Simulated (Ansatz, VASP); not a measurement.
**One calculation of Os, two programs**

```xyz
1
Lattice="0.0000 1.9158 1.9742 1.9158 0.0000 1.9742 1.9158 1.9158 0.0000" Properties=species:S:1:pos:R:3 pbc="T T T"
Os    0.0000    0.0000    0.0000
```

Change from the starting cell: strain -0.015 along x and y, +0.015 along z, atoms carried along.

Alike in both runs: task single point; functional r2SCAN; k mesh 20 × 20 × 20; occupations gaussian, width 0.15 eV; no spin polarisation.

```csv
,VASP,Ansatz
version,VASP 6.6.1,Ansatz 0.2.0
potentials or method,"VASP PAW PBE potentials, release 64 (Os), cutoff 520 eV","scalar-relativistic, plane waves, PAW"
valence electrons in the cell,8,16
```

```csv
,VASP,Ansatz,Ansatz less VASP
gap on the k mesh at the Fermi level (eV),none,none,-
pressure (GPa),-10.7,-11.4,-0.71
"traceless stress, the component that is largest in VASP (GPa)",-6.20,-6.23,-0.029
```

VASP's potentials were made for PBE, not for r2SCAN. A gap of «none» marks a metal or a gap that the smearing closes. VASP's potentials hold 8 valence electrons a cell and Ansatz's 16, so a difference there can come from the potentials and not from the codes.

Spin-orbit coupling is off throughout.
